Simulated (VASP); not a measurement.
Crystal: ZnO (l).

```xyz
4
Lattice="3.2327 0.0000 0.0000 -1.6164 2.7996 0.0000 0.0000 0.0000 5.2370" Properties=species:S:1:pos:R:3 pbc="T T T"
Zn    0.0000    1.8664    0.0000
Zn    1.6164    0.9332    2.6185
O     0.0000    1.8664    1.9796
O     1.6164    0.9332    4.5981
```

```yaml
Program: VASP 6.6.1
Task: relaxation of cell and atoms
Functional: LDA
Potentials_or_basis: VASP PAW LDA potentials, release 64 (Zn, O)
Cutoff: 600 eV
k_mesh: 9 × 9 × 6
Occupations: gaussian, width 0.02 eV
Spin: no spin polarisation
```

At the start: pressure -5.7 GPa; volume 11.85 Å³/atom.

**Question.** Where does the relaxation end?

**Answer.** Over 13 steps the energy falls by 8.2 meV/atom and the volume is 11.41 Å³/atom (-3.7 %); space group P6_3mc (No. 186, to 0.05 Å).

The path:
```csv
step,energy change (eV),largest force (eV/Å),pressure (GPa),volume (Å³)
1,0.0000,0.0002,-5.69,47.40
2,-0.0200,0.0024,3.95,44.57
3,-0.0327,0.0009,-0.05,45.62
4,-0.0327,0.0009,0.12,45.58
5,-0.0327,0.0048,-0.07,45.63
6,-0.0327,0.0036,-0.03,45.62
7,-0.0327,0.0034,-0.01,45.62
8,-0.0327,0.0034,-0.01,45.62
9,-0.0327,0.0035,-0.01,45.62
10,-0.0327,0.0036,0.01,45.62
11,-0.0327,0.0033,0.04,45.61
12,-0.0327,0.0021,0.00,45.62
13,-0.0327,0.0015,-0.01,45.62
```

Final structure:
```xyz
4
Lattice="3.1938 0.0000 0.0000 -1.5969 2.7659 0.0000 0.0000 0.0000 5.1643" Properties=species:S:1:pos:R:3 pbc="T T T"
Zn    0.0000    1.8440    5.1634
Zn    1.5969    0.9220    2.5813
O     0.0000    1.8440    1.9529
O     1.5969    0.9220    4.5350
```
